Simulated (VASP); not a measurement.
A run of VASP 6.6.1 is set up as follows.

INCAR

```
ALGO = Normal
EDIFF = 1E-6
ENCUT = 600
GGA = PE
GGA_COMPAT = F
ISIF = 2
ISMEAR = 0
IVDW = 12
LASPH = T
LCHARG = F
LREAL = F
LWAVE = F
NBANDS = 11
NELM = 120
PREC = Accurate
SIGMA = 0.05
```

The input KPOINTS:

```
k-points
0
Gamma
  10 10 10
```

Contents of POSCAR:

```
Be2C
1.0
    0.0000000000      2.1081339183      2.1081339183
    2.1081339183      0.0000000000      2.1081339183
    2.1081339183      2.1081339183      0.0000000000
Be C
2 1
Direct
    0.2500000000      0.2500000000      0.2500000000
    0.7500000000      0.7500000000      0.7500000000
    0.0000000000      0.0000000000      0.0000000000
```

Potentials or basis: VASP PAW PBE potentials, release 64 (Be, C).

Command:

```console
$ cat potpaw_PBE.64/Be/POTCAR potpaw_PBE.64/C/POTCAR > POTCAR
$ mpirun -np 1 vasp_std > vasp.out
```

Predict the pressure.

9.7 GPa.

Predict the dispersion energy per atom.

-0.338 eV.

Estimate the band gap on the k mesh.

1.19 eV (least direct gap 4.28 eV).

Caveat: the cell stands under pressure. A k mesh can miss the band edges.
